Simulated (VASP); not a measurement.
Crystal: Si2W.

```
Si W
1.0
     0.00000    3.47545    3.47545
     3.47545    0.00000    3.47545
     3.47545    3.47545    0.00000
Si W
2 1
Cartesian
  1.7377 1.7377 1.7377
  5.2132 5.2132 5.2132
  3.4755 3.4755 3.4755
```

```yaml
Program: VASP 6.6.1
Task: relaxation of cell and atoms
Functional: PBE
Potentials_or_basis: VASP PAW PBE potentials, release 64 (Si, W_sv)
Cutoff: 500 eV
k_mesh: 4 × 4 × 4
Occupations: gaussian, width 0.1 eV
Spin: no spin polarisation
```

At the start: pressure -23.1 GPa; volume 27.99 Å³/atom.

Q: Where does the relaxation end?

A: Over 4 steps the energy falls by 1262.9 meV/atom and the volume is 16.77 Å³/atom (-40.1 %); space group Fm-3m (No. 225, to 0.05 Å).

The path:
```csv
step,energy change (eV),largest force (eV/Å),pressure (GPa),volume (Å³)
1,0.0000,0.0000,-23.07,83.96
2,-3.3176,0.0000,26.84,43.90
3,-3.7855,0.0000,-1.67,50.87
4,-3.7888,0.0000,-0.23,50.32
```

Final structure:
```
Si W
1.0
     0.00000    2.93027    2.93027
     2.93027    0.00000    2.93027
     2.93027    2.93027    0.00000
Si W
2 1
Direct
  0.25000 0.25000 0.25000
  0.75000 0.75000 0.75000
  0.50000 0.50000 0.50000
```

Caveat: the k points lie up to 0.46 Å⁻¹ apart in the final cell; the volume moved by over 15 % at a fixed basis, so the end points are rough.
